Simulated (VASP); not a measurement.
# AlNi3 in VASP: notebook

The runs below take AlNi3 through single point, with PBEsol, PBE, LDA.

All numbers are computed with VASP 6.6.1; they aren't measurements. Logs are shortened: lines on timing, memory, paths and dates and some standing lists are left out, and cuts for length are marked.

## Step 1: The cell of the first run

Symmetry: P4/mmm, No. 123, tetragonal system. Conventional cell: a = 3.523 Å, b = 3.523 Å, c = 3.664 Å, α = 90.00°, β = 90.00°, γ = 90.00°. Within 3.3 Å of Ni (site symmetry 4/mmm) lie 4 Al at 2.49 Å and 8 Ni at 2.54 Å. Ni (site symmetry mmm) has 8 Ni at 2.49 to 2.54 Å and 4 Al at 2.54 Å within 3.3 Å. Within 3.3 Å of Al (site symmetry 4/mmm) lie 12 Ni at 2.49 to 2.54 Å.

## Step 2: Single point, PBEsol, collinear spin, ferromagnetic start

Input file INCAR:

```
PREC = Accurate
ENCUT = 520
EDIFF = 1E-6
ISMEAR = -1
SIGMA = 0.05
LREAL = False
LASPH = True
NELM = 150
ALGO = Fast
ISIF = 2
LWAVE = False
LCHARG = False
ISPIN = 2
MAGMOM = 1 1 1 0
LORBIT = 11
LMAXMIX = 4
GGA = PS
NBANDS = 28
```

Input file KPOINTS:

```
regular mesh
0
Gamma
  8 8 8
```

Input file POSCAR:

```
AlNi3
1.0
    3.5230547267      0.0000000000      0.0000000000
    0.0000000000      3.5230547267      0.0000000000
    0.0000000000      0.0000000000      3.6639769158
Ni Al
3 1
Direct
    0.5000000000      0.5000000000      0.0000000000
    0.5000000000      0.0000000000      0.5000000000
    0.0000000000      0.5000000000      0.5000000000
    0.0000000000      0.0000000000      0.0000000000
```

Potentials or basis: VASP PAW PBE potentials, release 64 (Ni, Al).

Launch:

```sh
cat potpaw_PBE.64/Ni/POTCAR potpaw_PBE.64/Al/POTCAR > POTCAR
mpirun -np 1 vasp_std > vasp.out
```

OUTCAR:

```text
PREC = Accurate
   ENCUT = 520
   EDIFF = 1E-6
   ISMEAR = -1
   LREAL = False
   LASPH = True
   NELM = 150
   ISIF = 2
   ISPIN = 2
   LORBIT = 11
   GGA = PS

 ion  position               nearest neighbor table
   1  0.500  0.500  0.000-   4 2.49   4 2.49   4 2.49   4 2.49   3 2.54   2 2.54   3 2.54   2 2.54
                             3 2.54   2 2.54   3 2.54   2 2.54
   2  0.500  0.000  0.500-   3 2.49   3 2.49   3 2.49   3 2.49   4 2.54   1 2.54   1 2.54   1 2.54
                             4 2.54   4 2.54   4 2.54   1 2.54
   3  0.000  0.500  0.500-   2 2.49   2 2.49   2 2.49   2 2.49   4 2.54   1 2.54   4 2.54   4 2.54
                             1 2.54   4 2.54   1 2.54   1 2.54
   4  0.000  0.000  0.000-   1 2.49   1 2.49   1 2.49   1 2.49   3 2.54   2 2.54   3 2.54   3 2.54
                             3 2.54   2 2.54   2 2.54   2 2.54

  LATTYP: Found a simple tetragonal cell.
 ALAT       =     3.5230547267
 C/A-ratio  =     1.0400000000

  Lattice vectors:

 A1 = (   3.5230547267,   0.0000000000,   0.0000000000)
 A2 = (   0.0000000000,   3.5230547267,   0.0000000000)
 A3 = (   0.0000000000,   0.0000000000,   3.6639769158)

Analysis of symmetry for initial positions (statically):
=====================================================================
 Subroutine PRICEL returns:
 Original cell was already a primitive cell.

 Routine SETGRP: Setting up the symmetry group for a
 simple tetragonal supercell.

 Subroutine GETGRP returns: Found 16 space group operations
 (whereof 16 operations were pure point group operations)
 out of a pool of 16 trial point group operations.

The static configuration has the point symmetry D_4h.

Analysis of symmetry for dynamics (positions and initial velocities):
=====================================================================
 Subroutine PRICEL returns:
 Original cell was already a primitive cell.

 Routine SETGRP: Setting up the symmetry group for a
 simple tetragonal supercell.

 Subroutine GETGRP returns: Found 16 space group operations
 (whereof 16 operations were pure point group operations)
 out of a pool of 16 trial point group operations.

The dynamic configuration has the point symmetry D_4h.

Analysis of structural, dynamic, and magnetic symmetry:
=====================================================================
 Subroutine PRICEL returns:
 Original cell was already a primitive cell.

 Routine SETGRP: Setting up the symmetry group for a
 simple tetragonal supercell.

 Subroutine GETGRP returns: Found 16 space group operations
 (whereof 16 operations were pure point group operations)
 out of a pool of 16 trial point group operations.

The overall configuration has the point symmetry D_4h.

 Subroutine INISYM returns: Found 16 space group operations
 (whereof 16 operations are pure point group operations),
 and found     1 'primitive' translations

----------------------------------------------------------------------------------------

                                     Primitive cell

  volume of cell :      45.4770

  direct lattice vectors                    reciprocal lattice vectors
     3.523054727  0.000000000  0.000000000     0.283844583  0.000000000  0.000000000
     0.000000000  3.523054727  0.000000000     0.000000000  0.283844583  0.000000000
     0.000000000  0.000000000  3.663976916     0.000000000  0.000000000  0.272927484

  length of vectors
     3.523054727  3.523054727  3.663976916     0.283844583  0.283844583  0.272927484

  position of ions in fractional coordinates (direct lattice)
     0.500000000  0.500000000  0.000000000
     0.500000000  0.000000000  0.500000000
     0.000000000  0.500000000  0.500000000
     0.000000000  0.000000000  0.000000000

  ion indices of the primitive-cell ions
   primitive index   ion index
                 1           1
                 2           2
                 3           3
                 4           4

----------------------------------------------------------------------------------------

 KPOINTS: regular mesh

Automatic generation of k-mesh.
 Grid dimensions read from file:
 generate k-points for:    8    8    8

 Generating k-lattice:

  Cartesian coordinates                     Fractional coordinates (reciprocal lattice)
     0.035480573  0.000000000  0.000000000     0.125000000  0.000000000  0.000000000
     0.000000000  0.035480573  0.000000000     0.000000000  0.125000000  0.000000000
     0.000000000  0.000000000  0.034115935     0.000000000  0.000000000  0.125000000

  Length of vectors
     0.035480573  0.035480573  0.034115935

  Shift w.r.t. Gamma in fractional coordinates (k-lattice)
     0.000000000  0.000000000  0.000000000

 Subroutine IBZKPT returns following result:
 ===========================================

 Found     75 irreducible k-points:

 Following reciprocal coordinates:
            Coordinates               Weight
  0.000000  0.000000  0.000000      1.000000
  0.125000  0.000000  0.000000      4.000000
  0.250000  0.000000  0.000000      4.000000
  0.375000  0.000000  0.000000      4.000000
  0.500000  0.000000  0.000000      2.000000
  0.125000  0.125000  0.000000      4.000000
[... 16 lines left out ...]
  0.375000  0.125000  0.125000     16.000000
  0.500000  0.125000  0.125000      8.000000
 [... further k-points ...]
   k-points           NKPTS =     75   k-points in BZ     NKDIM =     75   number of bands    NBANDS=     28
   number of dos      NEDOS =    301   number of ions     NIONS =      4
   total plane-waves  NPLWV =  21952
   dimension x,y,z NGX =    28 NGY =   28 NGZ =   28
   dimension x,y,z NGXF=    56 NGYF=   56 NGZF=   56
   ions per type =               3   1
   NGX,Y,Z   is equivalent  to a cutoff of  13.21, 13.21, 12.70 a.u.
   NGXF,Y,Z  is equivalent  to a cutoff of  26.43, 26.43, 25.41 a.u.
 SYSTEM =  unknown system
   PREC   = accura    normal or accurate (medium, high low for compatibility)
   ISTART =      0    job   : 0-new  1-cont  2-samecut
   ICHARG =      2    charge: 1-file 2-atom 10-const
   ISPIN  =      2    spin polarized calculation?
   LNONCOLLINEAR =      F non collinear calculations
   LSORBIT =      F    spin-orbit coupling
   LASPH  =      T    aspherical Exc in radial PAW
   ENCUT  =  520.0 eV  38.22 Ry    6.18 a.u.   6.55  6.55  6.81*2*pi/ulx,y,z
   NELM   =    150;   NELMIN=  2; NELMDL= -5     # of ELM steps
   EDIFF  = 0.1E-05   stopping-criterion for ELM
   LREAL  =      F    real-space projection
   EDIFFG = 0.1E-04   stopping-criterion for IOM
   NSW    =      0    number of steps for IOM
   IBRION =     -1    ionic relax: 0-MD 1-quasi-New 2-CG
   NFREE  =      0    steps in history (QN), initial steepest desc. (CG)
   ISIF   =      2    stress and relaxation
   ISYM   =      2    0-nonsym 1-usesym 2-fastsym
   POTIM  = 0.5000    time-step for ionic-motion
   TEBEG  =    0.0;   TEEND  =   0.0 temperature during run
   PSTRESS=    0.0 pullay stress
   NELECT =      33.0000    total number of electrons
   NUPDOWN=      -1.0000    fix difference up-down
   EMIN   =  10.00;   EMAX   =-10.00  energy-range for DOS
   EFERMI =   0.00;   METHOD = LEGACY
   ISMEAR =    -1;   SIGMA  =   0.05  broadening in eV -4-tet -1-fermi 0-gaus
   EFERMI_NEDOS =   21; number of points for ismear=-14 and -15
   IALGO  =     68    algorithm
   IMIX   =      4    mixing-type and parameters
     AMIX     =   0.40;   BMIX     =  1.00
     AMIX_MAG =   1.60;   BMIX_MAG =  1.00
  volume/ion in A,a.u.               =      11.37        76.72
  Fermi-wavevector in a.u.,A,eV,Ry     =   1.471123  2.780019 29.445766  2.164203
  Thomas-Fermi vector in A             =   2.586297
   LORBIT       =     11    0 simple, 1 ext, 2 COOP (PROOUT), +10 PAW based schemes
   GGA     = PS    functional components
   LHFCALC =     F    Hartree Fock is set to
   AEXX    =    0.0000 exact exchange contribution
   IVDW    =     0    specifies the selected vdW correction
   LEPSILON=     F    determine dielectric tensor
   LRPA    =     F    only Hartree local field effects (RPA)
 spin polarized calculation
 RMM-DIIS sequential band-by-band and
  energy-cutoff  :      520.00
  volume of cell :       45.48
 maximum number of plane-waves:      1249
 NGX is ok and might be reduce to    28
   NGX = 13   NGY = 13   NGZ = 13

 number of electron      32.9999971 magnetization       0.6388549

 Free energy of the ion-electron system (eV)
  ---------------------------------------------------
  ext. energy  EPLUGINS =         0.00000000
  ---------------------------------------------------
  free energy    TOTEN  =       -24.24391676 eV

  energy without entropy =      -24.21152618  energy(sigma->0) =      -24.22772147

 E-fermi :   9.2325     XC(G=0): -12.7902

 val. band max:        9.2323755452   @ k =   0.5000   0.2500   0.2500
 cond. band min:       9.2336238729   @ k =   0.3750   0.2500   0.2500
 fundamental gap:      0.0012483277
 Fermi energy:         9.2325406730

 spin component 1

 k-point     1 :       0.0000    0.0000    0.0000
  band No.  band energies     occupation
      1      -0.6729      1.00000
      2       4.9820      1.00000
      3       5.6102      1.00000
      4       5.6786      1.00000
      5       6.0015      1.00000
      6       6.0015      1.00000
[... 733 lines left out ...]
     27      22.6386      0.00000
     28      25.3062      0.00000

 [... further k-points ...]

 spin component 2

 k-point     1 :       0.0000    0.0000    0.0000
  band No.  band energies     occupation
      1      -0.6904      1.00000
      2       5.0697      1.00000
      3       5.7521      1.00000
      4       5.8131      1.00000
      5       6.2402      1.00000
      6       6.2402      1.00000
[... 733 lines left out ...]
     27      22.6847      0.00000
     28      25.2947      0.00000

 [... further k-points ...]

------------------------ aborting loop because EDIFF is reached ----------------------------------------

  FORCE on cell =-STRESS in cart. coord.  units (eV):
  Direction    XX          YY          ZZ          XY          YZ          ZX
  --------------------------------------------------------------------------------------
  -------------------------------------------------------------------------------------
  Total       -1.7680774     -1.7680774     -2.8477417      0.0000000      0.0000000      0.0000000
  in kB      -62.2902876    -62.2902876   -100.3274260      0.0000000      0.0000000      0.0000000
  external PRESSURE =     -74.9693337 kB  Pullay stress =       0.0000000 kB

 VOLUME and BASIS-vectors are now :
 -----------------------------------------------------------------------------
  energy-cutoff  :      520.00
  volume of cell :       45.48
      direct lattice vectors                 reciprocal lattice vectors
     3.523054727  0.000000000  0.000000000     0.283844583  0.000000000  0.000000000
     0.000000000  3.523054727  0.000000000     0.000000000  0.283844583  0.000000000
     0.000000000  0.000000000  3.663976916     0.000000000  0.000000000  0.272927484

 POSITION                                       TOTAL-FORCE (eV/Angst)
 -----------------------------------------------------------------------------------
      1.76153      1.76153      0.00000         0.000000      0.000000      0.000000
      1.76153      0.00000      1.83199         0.000000      0.000000      0.000000
      0.00000      1.76153      1.83199         0.000000      0.000000      0.000000
      0.00000      0.00000      0.00000         0.000000      0.000000      0.000000
 -----------------------------------------------------------------------------------
    total drift:                                0.000000      0.000000      0.000000

  FREE ENERGIE OF THE ION-ELECTRON SYSTEM (eV)
  ---------------------------------------------------
  free  energy   TOTEN  =       -24.2439167640 eV

  energy  without entropy=      -24.2115261788  energy(sigma->0) =      -24.22772147

 total charge

# of ion       s       p       d       tot
------------------------------------------
    1        0.493   0.513   8.387   9.393
    2        0.493   0.512   8.374   9.379
    3        0.493   0.512   8.374   9.379
    4        0.405   0.388   0.000   0.793
--------------------------------------------------
tot          1.884   1.925  25.135  28.944

 magnetization (x)

# of ion       s       p       d       tot
------------------------------------------
    1       -0.002  -0.007   0.226   0.217
    2       -0.002  -0.006   0.239   0.230
    3       -0.002  -0.006   0.239   0.230
    4       -0.000  -0.007   0.000  -0.007
--------------------------------------------------
tot         -0.007  -0.027   0.704   0.670
```

Wall time 2.6 min (1 thread of Intel Xeon Platinum 8488C (Sapphire Rapids), shared host); peak memory 0.26 GiB.

What came out:

- Free energy: -24.2439 eV
- Pressure: -7.5 GPa
- Net moment: 0.64 μB per cell
- Site moments: Ni +0.22, +0.23 (each value once); Al -0.01 μB
- Valence electrons inside the program's atomic spheres: Ni 9.39, 9.38 (each value once); Al 0.79

Stress tensor (GPa, compression positive):
```
 -6.23   0.00   0.00
  0.00  -6.23   0.00
  0.00   0.00 -10.03
```

Caveat: the cell stands under tension; the PAW data sets were made with another functional, which shifts forces and pressure a little.

## Step 3: Single point, PBE, collinear spin, ferromagnetic start (last atom moved by 0.04 Å along z, cell strained by -1.0% along z)

Input file INCAR:

```
GGA = PE
ISPIN = 2
MAGMOM = 1 1 1 0
LORBIT = 11
ISMEAR = 0
SIGMA = 0.04
LWAVE = F
LCHARG = F
ISIF = 2
PREC = Accurate
LASPH = T
LREAL = F
ALGO = Normal
EDIFF = 1E-8
NELM = 200
GGA_COMPAT = F
ENCUT = 710
LMAXMIX = 6
KPAR = 8
NBANDS = 44
ADDGRID = F
```

Input file KPOINTS:

```
Automatic mesh
0
Gamma
  15 15 15
  0 0 0
```

Input file POSCAR:

```
AlNi3
1.0
    3.5230547267      0.0000000000      0.0000000000
    0.0000000000      3.5230547267      0.0000000000
    0.0000000000      0.0000000000      3.4878241794
Ni Al
3 1
Direct
    0.5000000000      0.5000000000      0.0000000000
    0.5000000000      0.0000000000      0.5000000000
    0.0000000000      0.5000000000      0.5000000000
    0.0000000000      0.0000000000      0.0113537800
```

Potentials or basis: VASP PAW PBE potentials, release 64 (Ni, Al).

Launch:

```sh
cat potpaw_PBE.64/Ni/POTCAR potpaw_PBE.64/Al/POTCAR > POTCAR
mpirun -np 8 vasp_std > vasp.out
```

Wall time 3.1 min (8 MPI ranks of Intel Xeon Platinum 8259CL at 2.50GHz (Skylake/Cascade Lake), shared host); peak memory 1.1 GiB.

Results (log left out):

| Property | Result |
| --- | --- |
| Free energy | -21.8307 eV |
| Pressure | 9.5 GPa |
| Largest force | 0.363 eV/Å |
| Net moment | 0.73 μB per cell |
| Site moments | Ni +0.27, +0.26 (each value once); Al -0.01 μB |
| Valence electrons inside the program's atomic spheres | Ni 9.46, 9.47 (each value once); Al 0.82 |

Forces in eV/Å, atoms in the order of the input:
```
Ni   0.000  0.000 -0.019
Ni   0.000  0.000  0.191
Ni   0.000  0.000  0.191
Al   0.000  0.000 -0.363
```

Stress tensor (GPa, compression positive):
```
 9.16  0.00  0.00
 0.00  9.16  0.00
 0.00  0.00 10.27
```

Levels at points of the mesh, in eV from the Fermi level:
Spin up:
| k point | band 15 | band 16 | band 17 | band 18 | band 19 | band 20 |
| --- | --- | --- | --- | --- | --- | --- |
| (0.00, 0.00, 0.00) | -0.08 | -0.08 | 0.80 | 0.80 | 1.03 | 6.70 |
Spin down:
```
           k point  band 12  band 13  band 14  band 15  band 16  band 17  band 18  band 19  band 20  band 21
(0.00, 0.00, 0.00)    -0.40     0.01     0.33     0.38     0.38     0.77     0.77     1.00     6.80     6.92
```

Caveat: the cell differs from its parent crystal (last atom moved by 0.04 Å along z, cell strained by -1.0% along z); the cell stands under pressure.

## Step 4: Single point, LDA, collinear spin, ferromagnetic start

This run uses another cell than the first one, of 11.15 Å³/atom.

Input file INCAR:

```
PREC = Accurate
ENCUT = 520
EDIFF = 1E-7
ISMEAR = -1
SIGMA = 0.05
LREAL = False
LASPH = True
NELM = 150
ALGO = Fast
ISIF = 2
LWAVE = False
LCHARG = False
ISPIN = 2
MAGMOM = 1 1 1 0
LORBIT = 11
LMAXMIX = 4
NBANDS = 28
```

Input file KPOINTS:

```
regular mesh
0
Gamma
  8 8 8
```

Input file POSCAR:

```
AlNi3
1.0
    3.5463868949      0.0000000000      0.0000000000
    0.0000000000      3.5463868949      0.0000000000
    0.0000000000      0.0000000000      3.5463868949
Ni Al
3 1
Direct
    0.5000000000      0.5000000000      0.0000000000
    0.5000000000      0.0000000000      0.5000000000
    0.0000000000      0.5000000000      0.5000000000
    0.0000000000      0.0000000000      0.0000000000
```

Potentials or basis: VASP PAW LDA potentials, release 64 (Ni, Al).

Launch:

```sh
cat potpaw_LDA.64/Ni/POTCAR potpaw_LDA.64/Al/POTCAR > POTCAR
mpirun -np 1 vasp_std > vasp.out
```

Wall time 62 s (1 thread of Intel Xeon Platinum 8488C (Sapphire Rapids), shared host); peak memory 0.18 GiB.

The run converged. Its results:

```yaml
Free_energy: -25.7599 eV
Pressure: -10.7 GPa
Net_moment: 0.42 μB per cell
Site_moments: Ni +0.14; Al -0.00 μB
Valence_electrons_inside_the_program's_atomic_spheres: Ni 9.43; Al 0.81
```

Levels at points of the mesh, in eV from the Fermi level:
Spin up:
```csv
k point,band 13,band 14,band 15,band 16,band 17,band 18,band 19,band 20,band 21,band 22
"(0.00, 0.00, 0.00)",-0.16,0.06,0.06,0.06,0.91,0.91,0.91,6.71,6.71,7.42
"(0.50, 0.00, 0.00)",-1.13,-1.10,-0.96,-0.41,0.06,5.61,5.61,5.67,5.67,6.59
"(0.50, 0.50, 0.00)",-1.23,-1.13,-0.89,-0.87,-0.50,0.97,0.97,8.27,8.27,8.27
"(0.50, 0.50, 0.50)",-1.22,-1.00,-1.00,-0.13,-0.13,-0.13,-0.13,3.50,4.15,4.15
```
Spin down:
```tsv
k point	band 13	band 14	band 15	band 16	band 17	band 18	band 19	band 20
(0.00, 0.00, 0.00)	-0.01	0.26	0.26	0.26	0.91	0.91	0.91	6.76
(0.50, 0.00, 0.00)	-0.98	-0.98	-0.83	-0.29	0.26	5.65	5.65	5.70
(0.50, 0.50, 0.00)	-1.12	-1.05	-0.78	-0.68	-0.42	1.11	1.11	8.29
(0.50, 0.50, 0.50)	-1.12	-0.89	-0.89	-0.11	0.05	0.05	0.05	3.56
```

Caveat: the cell stands under tension.

## Step 5: Summary

```tsv
level	potentials or basis	cell	k mesh	cutoff (eV)	smearing	dipole correction	tolerance level	purpose	gap on the mesh (eV)	pressure (GPa)	moment (μB)
PBEsol	VASP PAW PBE potentials, release 64 (Ni, Al)	a = 3.523, b = 3.523, c = 3.664 Å, 4 atoms, atomic positions A	8 × 8 × 8	520	fermi-dirac 0.05 eV	no	-	-	none	-7.5	0.64
PBE	VASP PAW PBE potentials, release 64 (Ni, Al)	a = 3.523, b = 3.523, c = 3.488 Å, 4 atoms, atomic positions B	15 × 15 × 15	710	gaussian 0.04 eV	-	tight	all	none	9.5	0.73
LDA	VASP PAW LDA potentials, release 64 (Ni, Al)	a = 3.546 Å, 4 atoms, atomic positions A	8 × 8 × 8	520	fermi-dirac 0.05 eV	no	-	-	none	-10.7	0.42
```

Alike in all rows: task single point; spin collinear, ferromagnetic start.

Caveats: the cell stands under tension (at least some runs); the PAW data sets were made with another functional, which shifts forces and pressure a little (at least some runs); the cell stands under pressure (at least some runs).

Absolute energies hang on the potentials; compare differences alone.
